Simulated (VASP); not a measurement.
# SiC in VASP: notebook

SiC is run at these levels: r2SCAN, HSE06; tasks: single point.

Program: VASP 6.6.1. These are calculated values, not measurements. Logs are shortened: lines on timing, memory, paths and dates and some standing lists are left out, and cuts for length are marked.

### Step 1. The cell of the first run

It takes space group P2_1 (No. 4, monoclinic). The conventional cell has a = 3.053 Å, b = 5.048 Å, c = 3.075 Å, α = 90.00°, β = 119.26°, γ = 90.00°. Si (site symmetry 1) has 4 C at 1.88 to 1.90 Å within 2.5 Å. C (site symmetry 1) has 4 Si at 1.88 to 1.90 Å within 2.5 Å.

### Step 2. Single point, r2SCAN (shear xy strain -1.7%)

POSCAR reads:

```
SiC
1.0
    3.0753564236     -0.0262942974      0.0000000000
   -1.5604497413      2.6764839372      0.0000000000
    0.0000000000      0.0000000000      5.0481087552
Si C
2 2
Direct
    0.3335523316      0.6666671143      0.4995967989
    0.6664476684      0.3333328857      0.9995967989
    0.3357580959      0.6667315685      0.8754032011
    0.6642419041      0.3332684315      0.3754032011
```

INCAR.step1 reads:

```
SYSTEM = SiC
PREC = Accurate ; ENCUT = 520
ISMEAR = 0 ; SIGMA = 0.01
LREAL = .False. ; LASPH = .True.
NELM = 80 ; NBANDS = 16
GGA = PE ; ALGO = Normal
EDIFF = 1E-4 ; LWAVE = .True.
LCHARG = .False.
```

INCAR.step2 reads:

```
SYSTEM = SiC
PREC = Accurate ; ENCUT = 520
EDIFF = 1E-7 ; ISMEAR = 0
SIGMA = 0.01 ; LREAL = .False.
LASPH = .True. ; NELM = 80
ALGO = Normal ; ISIF = 2
LWAVE = .False. ; LCHARG = .True.
METAGGA = R2SCAN ; LMIXTAU = .True.
LELF = .True. ; LVHAR = .True.
NBANDS = 16 ; ISTART = 1
```

KPOINTS reads:

```
Automatic mesh
0
Gamma
  12 12 6
  0 0 0
```

Potentials or basis: VASP PAW PBE potentials, release 64 (Si, C).

Launch:

```sh
cat potpaw_PBE.64/Si/POTCAR potpaw_PBE.64/C/POTCAR > POTCAR
cp INCAR.step1 INCAR
mpirun -np 1 vasp_std > vasp.out
cp INCAR.step2 INCAR
mpirun -np 1 vasp_std > vasp.out
```

OUTCAR:

```text
SYSTEM = SiC
   PREC = Accurate
   ENCUT = 520
   EDIFF = 1E-7
   ISMEAR = 0
   LREAL = .False.
   LASPH = .True.
   NELM = 80
   ISIF = 2
   METAGGA = R2SCAN
   ISTART = 1

 ion  position               nearest neighbor table
   1  0.334  0.667  0.500-   4 1.88   4 1.88   4 1.89   3 1.90   2 3.08   2 3.08   2 3.09   2 3.09
                             2 3.09   2 3.09
   2  0.666  0.333  1.000-   3 1.88   3 1.88   3 1.89   4 1.90   1 3.08   1 3.08   1 3.09   1 3.09
                             1 3.09   1 3.09
   3  0.336  0.667  0.875-   2 1.88   2 1.88   2 1.89   1 1.90
   4  0.664  0.333  0.375-   1 1.88   1 1.88   1 1.89   2 1.90

  LATTYP: Found a simple monoclinic cell.
 ALAT       =     3.0526132056
 B/A-ratio  =     1.6537007525
 C/A-ratio  =     1.0074872323
 COS(beta)  =    -0.4888247937

  Lattice vectors:

 A1 = (   1.5149066823,   2.6501896398,   0.0000000000)
 A2 = (   0.0000000000,   0.0000000000,  -5.0481087552)
 A3 = (  -3.0753564236,   0.0262942974,   0.0000000000)

Analysis of symmetry for initial positions (statically):
=====================================================================
 Subroutine PRICEL returns:
 Original cell was already a primitive cell.

 Routine SETGRP: Setting up the symmetry group for a
 simple monoclinic supercell.

 Subroutine GETGRP returns: Found  2 space group operations
 (whereof  1 operations were pure point group operations)
 out of a pool of  4 trial point group operations.

The static configuration has the point symmetry C_1 .
 The point group associated with its full space group is C_2 .

Analysis of symmetry for dynamics (positions and initial velocities):
=====================================================================
 Subroutine PRICEL returns:
 Original cell was already a primitive cell.

 Routine SETGRP: Setting up the symmetry group for a
 simple monoclinic supercell.

 Subroutine GETGRP returns: Found  2 space group operations
 (whereof  1 operations were pure point group operations)
 out of a pool of  4 trial point group operations.

The dynamic configuration has the point symmetry C_1 .
 The point group associated with its full space group is C_2 .

 Subroutine INISYM returns: Found  2 space group operations
 (whereof  1 operations are pure point group operations),
 and found     1 'primitive' translations

----------------------------------------------------------------------------------------

                                     Primitive cell

  volume of cell :      41.3446

  direct lattice vectors                    reciprocal lattice vectors
     3.075356424 -0.026294297  0.000000000     0.326794581  0.190528518  0.000000000
    -1.560449741  2.676483937  0.000000000     0.003210493  0.375496299  0.000000000
     0.000000000  0.000000000  5.048108755     0.000000000  0.000000000  0.198093989

  length of vectors
     3.075468830  3.098155848  5.048108755     0.378280074  0.375510024  0.198093989

  position of ions in fractional coordinates (direct lattice)
     0.333552332  0.666667114  0.499596799
     0.666447668  0.333332886  0.999596799
     0.335758096  0.666731568  0.875403201
     0.664241904  0.333268432  0.375403201

  ion indices of the primitive-cell ions
   primitive index   ion index
                 1           1
                 2           2
                 3           3
                 4           4

----------------------------------------------------------------------------------------

 KPOINTS: Automatic mesh

Automatic generation of k-mesh.
 Grid dimensions read from file:
 generate k-points for:   12   12    6

 Generating k-lattice:

  Cartesian coordinates                     Fractional coordinates (reciprocal lattice)
     0.027232882  0.015877377  0.000000000     0.083333333  0.000000000  0.000000000
     0.000267541  0.031291358  0.000000000     0.000000000  0.083333333  0.000000000
     0.000000000  0.000000000  0.033015665     0.000000000  0.000000000  0.166666667

  Length of vectors
     0.031523340  0.031292502  0.033015665

  Shift w.r.t. Gamma in fractional coordinates (k-lattice)
     0.000000000  0.000000000  0.000000000

 Subroutine IBZKPT returns following result:
 ===========================================

 Found    296 irreducible k-points:

 Following reciprocal coordinates:
            Coordinates               Weight
  0.000000  0.000000  0.000000      1.000000
  0.083333 -0.000000  0.000000      2.000000
  0.166667  0.000000  0.000000      2.000000
  0.250000  0.000000  0.000000      2.000000
  0.333333  0.000000  0.000000      2.000000
  0.416667  0.000000  0.000000      2.000000
[... 16 lines left out ...]
  0.250000  0.166667  0.000000      2.000000
  0.333333  0.166667  0.000000      2.000000
 [... further k-points ...]
   k-points           NKPTS =    296   k-points in BZ     NKDIM =    296   number of bands    NBANDS=     16
   number of dos      NEDOS =    301   number of ions     NIONS =      4
   total plane-waves  NPLWV =  23040
   dimension x,y,z NGX =    24 NGY =   24 NGZ =   40
   dimension x,y,z NGXF=    48 NGYF=   48 NGZF=   80
   ions per type =               2   2
   NGX,Y,Z   is equivalent  to a cutoff of  12.97, 12.88, 13.17 a.u.
   NGXF,Y,Z  is equivalent  to a cutoff of  25.95, 25.76, 26.35 a.u.
 SYSTEM =  SiC
   PREC   = accura    normal or accurate (medium, high low for compatibility)
   ISTART =      1    job   : 0-new  1-cont  2-samecut
   ICHARG =      0    charge: 1-file 2-atom 10-const
   ISPIN  =      1    spin polarized calculation?
   LNONCOLLINEAR =      F non collinear calculations
   LSORBIT =      F    spin-orbit coupling
   LASPH  =      T    aspherical Exc in radial PAW
   ENCUT  =  520.0 eV  38.22 Ry    6.18 a.u.   5.72  5.76  9.39*2*pi/ulx,y,z
   NELM   =     80;   NELMIN=  2; NELMDL=  0     # of ELM steps
   EDIFF  = 0.1E-06   stopping-criterion for ELM
   LREAL  =      F    real-space projection
   EDIFFG = 0.1E-05   stopping-criterion for IOM
   NSW    =      0    number of steps for IOM
   IBRION =     -1    ionic relax: 0-MD 1-quasi-New 2-CG
   NFREE  =      0    steps in history (QN), initial steepest desc. (CG)
   ISIF   =      2    stress and relaxation
   ISYM   =      2    0-nonsym 1-usesym 2-fastsym
   POTIM  = 0.5000    time-step for ionic-motion
   TEBEG  =    0.0;   TEEND  =   0.0 temperature during run
   PSTRESS=    0.0 pullay stress
   NELECT =      16.0000    total number of electrons
   NUPDOWN=      -1.0000    fix difference up-down
   EMIN   =  10.00;   EMAX   =-10.00  energy-range for DOS
   EFERMI =   0.00;   METHOD = LEGACY
   ISMEAR =     0;   SIGMA  =   0.01  broadening in eV -4-tet -1-fermi 0-gaus
   EFERMI_NEDOS =   21; number of points for ismear=-14 and -15
   IALGO  =     38    algorithm
   IMIX   =      4    mixing-type and parameters
     AMIX     =   0.40;   BMIX     =  1.00
     AMIX_MAG =   1.60;   BMIX_MAG =  1.00
  volume/ion in A,a.u.               =      10.34        69.75
  Fermi-wavevector in a.u.,A,eV,Ry     =   1.193004  2.254451 19.364616  1.423259
  Thomas-Fermi vector in A             =   2.329029
   LORBIT       =      0    0 simple, 1 ext, 2 COOP (PROOUT), +10 PAW based schemes
   METAGGA = R2SCAN    functional components
   LHFCALC =     F    Hartree Fock is set to
   AEXX    =    0.0000 exact exchange contribution
   IVDW    =     0    specifies the selected vdW correction
   LEPSILON=     F    determine dielectric tensor
   LRPA    =     F    only Hartree local field effects (RPA)
 non-spin polarized calculation
 Gauss-broadening in eV      SIGMA  =   0.01
  energy-cutoff  :      520.00
  volume of cell :       41.34
 maximum number of plane-waves:      1130
   NGX = 11   NGY = 11   NGZ = 19

 number of electron      16.0000000 magnetization

 Free energy of the ion-electron system (eV)
  ---------------------------------------------------
  ext. energy  EPLUGINS =         0.00000000
  ---------------------------------------------------
  free energy    TOTEN  =       -38.62980967 eV

  energy without entropy =      -38.62980967  energy(sigma->0) =      -38.62980967

 E-fermi :   8.3065     XC(G=0): -11.9296

 val. band max:        8.2228205661   @ k =   0.0000   0.0000   0.0000
 cond. band min:      10.8060769294   @ k =   0.3333   0.3333   0.0000
 fundamental gap:      2.5832563633
 Fermi energy:         8.3064790517

 k-point     1 :       0.0000    0.0000    0.0000
  band No.  band energies     occupation
      1      -8.2087      2.00000
      2      -4.5813      2.00000
      3      -0.8460      2.00000
      4       6.6624      2.00000
      5       6.8614      2.00000
      6       8.0329      2.00000
[... 8 lines left out ...]
     15      17.8384      0.00000
     16      20.0189      0.00000

 k-point     2 :       0.0833   -0.0000    0.0000
  band No.  band energies     occupation
      1      -8.0818      2.00000
      2      -4.4741      2.00000
      3      -0.7286      2.00000
      4       6.1509      2.00000
      5       6.4554      2.00000
      6       7.7213      2.00000
[... 8 lines left out ...]
     15      17.9804      0.00000
     16      19.3042      0.00000

 k-point     3 :       0.1667    0.0000    0.0000
  band No.  band energies     occupation
      1      -7.7046      2.00000
      2      -4.1627      2.00000
      3      -0.3857      2.00000
      4       4.6284      2.00000
      5       5.9363      2.00000
      6       6.5585      2.00000
[... 8 lines left out ...]
     15      18.4676      0.00000
     16      18.6534      0.00000

 k-point     4 :       0.2500    0.0000    0.0000
  band No.  band energies     occupation
      1      -7.0899      2.00000
      2      -3.6893      2.00000
      3       0.1364      2.00000
      4       2.9438      2.00000
      5       5.1058      2.00000
      6       5.3805      2.00000
[... 8 lines left out ...]
     15      19.0115      0.00000
     16      19.6195      0.00000
[... 324 lines left out ...]
 k-point    22 :       0.1667    0.1667    0.0000
  band No.  band energies     occupation
      1      -6.7300      2.00000
      2      -3.4390      2.00000
      3       0.4101      2.00000
      4       2.6912      2.00000
      5       3.8277      2.00000
      6       5.2033      2.00000
[... 8 lines left out ...]
     15      19.0520      0.00000
     16      19.7847      0.00000

 k-point    23 :       0.2500    0.1667    0.0000
  band No.  band energies     occupation
      1      -5.9233      2.00000
      2      -3.0144      2.00000
      3       0.7126      2.00000
      4       2.0529      2.00000
      5       2.8943      2.00000
      6       4.1382      2.00000
[... 8 lines left out ...]
     15      19.4011      0.00000
     16      20.3301      0.00000

 k-point    24 :       0.3333    0.1667    0.0000
  band No.  band energies     occupation
      1      -5.0089      2.00000
      2      -2.9547      2.00000
      3       0.5009      2.00000
      4       2.0379      2.00000
      5       2.5966      2.00000
      6       3.2632      2.00000
[... 8 lines left out ...]
     15      19.6696      0.00000
     16      20.7130      0.00000

 [... further k-points ...]
[... 5 lines left out ...]
  --------------------------------------------------------------------------------------
  -------------------------------------------------------------------------------------
  Total       -0.0531444     -0.0255752     -0.0456977      0.9464695      0.0000000      0.0000000
  in kB       -2.0594425     -0.9910841     -1.7708706     36.6774150      0.0000000      0.0000000
  external PRESSURE =      -1.6071324 kB  Pullay stress =       0.0000000 kB

 VOLUME and BASIS-vectors are now :
 -----------------------------------------------------------------------------
  energy-cutoff  :      520.00
  volume of cell :       41.34
      direct lattice vectors                 reciprocal lattice vectors
     3.075356424 -0.026294297  0.000000000     0.326794581  0.190528518  0.000000000
    -1.560449741  2.676483937  0.000000000     0.003210493  0.375496299  0.000000000
     0.000000000  0.000000000  5.048108755     0.000000000  0.000000000  0.198093989

 POSITION                                       TOTAL-FORCE (eV/Angst)
 -----------------------------------------------------------------------------------
     -0.01451      1.77555      2.52202        -0.000919      0.000545      0.001316
      1.52941      0.87464      5.04607         0.000919     -0.000545      0.001316
     -0.00783      1.77567      4.41913         0.000045      0.000546     -0.001316
      1.52273      0.87452      1.89508        -0.000045     -0.000546     -0.001316
 -----------------------------------------------------------------------------------
    total drift:                               -0.000000     -0.000000      0.000768

  FREE ENERGIE OF THE ION-ELECTRON SYSTEM (eV)
  ---------------------------------------------------
  free  energy   TOTEN  =       -38.6298096712 eV

  energy  without entropy=      -38.6298096712  energy(sigma->0) =      -38.62980967
```

Run time: 3.3 min. Hardware: 1 thread of Intel Xeon 6975P-C (Granite Rapids), shared host; peak memory 0.28 GiB.

Results:

```yaml
Free_energy: -38.6298 eV
Pressure: -0.2 GPa
Band_gap_on_the_k_mesh: 2.58 eV (least direct gap 4.41 eV)
```

Caveat: the cell differs from its parent crystal (shear xy strain -1.7%); the PAW data sets were made with another functional, which shifts forces and pressure a little. A k mesh can miss the band edges.

### Step 3. Single point, HSE06 (strain -4.3%)

POSCAR reads:

```
SiC
1.0
    2.9425010261      0.0000000000      0.0000000000
   -1.4712505130      2.5482806392      0.0000000000
    0.0000000000      0.0000000000      4.8300304570
Si C
2 2
Direct
    0.3333333333      0.6666666667      0.4996894510
    0.6666666667      0.3333333333      0.9996894510
    0.3333333333      0.6666666667      0.8753105490
    0.6666666667      0.3333333333      0.3753105490
```

INCAR.step1 reads:

```
ALGO = Normal ; EDIFF = 1E-5
ENCUT = 520 ; GGA = PE
ISIF = 2 ; ISMEAR = 0
LASPH = True ; LCHARG = False
LREAL = False ; LWAVE = True
NBANDS = 16 ; NELM = 60
PREC = Accurate ; SIGMA = 0.01
```

INCAR.step2 reads:

```
ALGO = Normal ; EDIFF = 1E-6
ENCUT = 520 ; GGA = PE
HFSCREEN = 0.2079 ; ISIF = 2
ISMEAR = 0 ; ISTART = 1
LASPH = True ; LCHARG = False
LHFCALC = True ; LREAL = False
LWAVE = False ; NBANDS = 16
NELM = 60 ; PREC = Accurate
PRECFOCK = Normal ; SIGMA = 0.01
```

KPOINTS reads:

```
k-points
0
Gamma
  6 6 4
```

Potentials or basis: VASP PAW PBE potentials, release 64 (Si, C).

Launch:

```sh
cat potpaw_PBE.64/Si/POTCAR potpaw_PBE.64/C/POTCAR > POTCAR
cp INCAR.step1 INCAR
mpirun -np 1 vasp_std > vasp.out
cp INCAR.step2 INCAR
mpirun -np 1 vasp_std > vasp.out
```

It took 10 min on 1 thread of Intel Xeon 6975P-C (Granite Rapids), shared host; peak memory 0.25 GiB.

The run converged. Its results:

```
Free energy            : -34.3197 eV
Pressure               : 37.2 GPa
Largest force          : 0.020 eV/Å
Band gap on the k mesh : 2.94 eV (least direct gap 5.38 eV)
```

Forces in eV/Å, atoms in the order of the input:
```
Si   0.000  0.000 -0.020
Si   0.000  0.000 -0.020
C    0.000  0.000  0.020
C    0.000  0.000  0.020
```

Stress tensor (GPa, compression positive):
```
37.65  0.00  0.00
 0.00 37.65  0.00
 0.00  0.00 36.27
```

Levels at points of the mesh, in eV from the valence-band top:
| k point | band 5 | band 6 | band 7 | band 8 | band 9 | band 10 | band 11 | band 12 |
| --- | --- | --- | --- | --- | --- | --- | --- | --- |
| (0.00, 0.00, 0.00) | -1.52 | -0.13 | 0.00 | 0.00 | 7.23 | 8.80 | 8.80 | 8.93 |
| (0.50, 0.00, 0.00) | -6.44 | -3.94 | -3.92 | -1.36 | 4.03 | 5.42 | 8.95 | 9.20 |
| (0.00, 0.00, 0.50) | -0.82 | -0.82 | -0.82 | -0.82 | 8.37 | 8.37 | 9.43 | 9.43 |
| (0.50, 0.00, 0.50) | -2.88 | -2.88 | -2.70 | -2.70 | 4.59 | 4.59 | 7.05 | 7.05 |

Caveat: the cell differs from its parent crystal (strain -4.3%); the cell stands under pressure; the PAW data sets were made with another functional, which shifts forces and pressure a little. A k mesh can miss the band edges.
